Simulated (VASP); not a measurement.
## Mo4C: relaxation of the atoms with PBEsol

Mo4C, a slab with vacuum:

```xyz
5
Lattice="3.1294 0.0000 0.0000 0.0000 3.1294 0.0000 0.0000 0.0000 20.0433" Properties=species:S:1:pos:R:3 pbc="T T T"
Mo    1.5647    1.5647    4.0000
Mo    0.0000    0.0000    5.5647
Mo    1.5647    1.5647    7.1755
Mo    0.0000    0.0000    8.5433
C     0.0000    1.5647    9.7433
```

```
Program                   : VASP 6.6.1
Task                      : relaxation of the atoms
Functional                : PBEsol
Potentials or basis       : VASP PAW PBE potentials, release 64 (Mo_sv, C)
Cutoff                    : 520 eV
k mesh                    : 9 × 9 × 1
Occupations               : gaussian, width 0.1 eV
Spin                      : no spin polarisation
Dipole correction         : yes
Atoms held fixed (from 0) : [0, 1, 2, 3, 4]
Further INCAR settings    : ALGO = Fast; EDIFF = 1e-06; IBRION = 2; EDIFFG = -0.025; NSW = 36
```

```json
{"Energy gained by relaxing": "5.1 meV/atom", "Ionic steps": "3", "Band gap on the k mesh": "zero (bands 30 and 31 overlap by 1.51 eV)"}
```

The path:
| step | energy change (eV) | largest force on free atoms (eV/Å) | pressure (GPa) |
| --- | --- | --- | --- |
| 1 | 0.0000 | 0.7834 | -1.43 |
| 2 | -0.0212 | 0.3335 | -0.93 |
| 3 | -0.0256 | 0.0018 | -0.56 |

Final structure:
```cif
data_structure
_symmetry_space_group_name_H-M 'P 1'
_symmetry_Int_Tables_number 1
_cell_length_a 3.1294
_cell_length_b 3.1294
_cell_length_c 20.0433
_cell_angle_alpha 90.000
_cell_angle_beta 90.000
_cell_angle_gamma 90.000
_cell_volume 196.29
loop_
_atom_site_label
_atom_site_type_symbol
_atom_site_fract_x
_atom_site_fract_y
_atom_site_fract_z
_atom_site_occupancy
Mo1 Mo 0.50000 0.50000 0.19957 1
Mo2 Mo 0.00000 0.00000 0.27763 1
Mo3 Mo 0.50000 0.50000 0.35800 1
Mo4 Mo 0.00000 0.00000 0.42624 1
C1 C 0.00000 0.50000 0.48290 1
```

Levels at points of the mesh, in eV from the Fermi level:
| k point | band 28 | band 29 | band 30 | band 31 | band 32 | band 33 |
| --- | --- | --- | --- | --- | --- | --- |
| (0.00, 0.00, 0.00) | -1.13 | -0.93 | -0.13 | -0.05 | 0.04 | 0.27 |

It took 15 min on 1 thread of Oxide Virtual Turin-like Processor, with other jobs on the host, peak memory 0.33 GiB.

Caveat: the PAW data sets were made with another functional, which shifts forces and pressure a little.
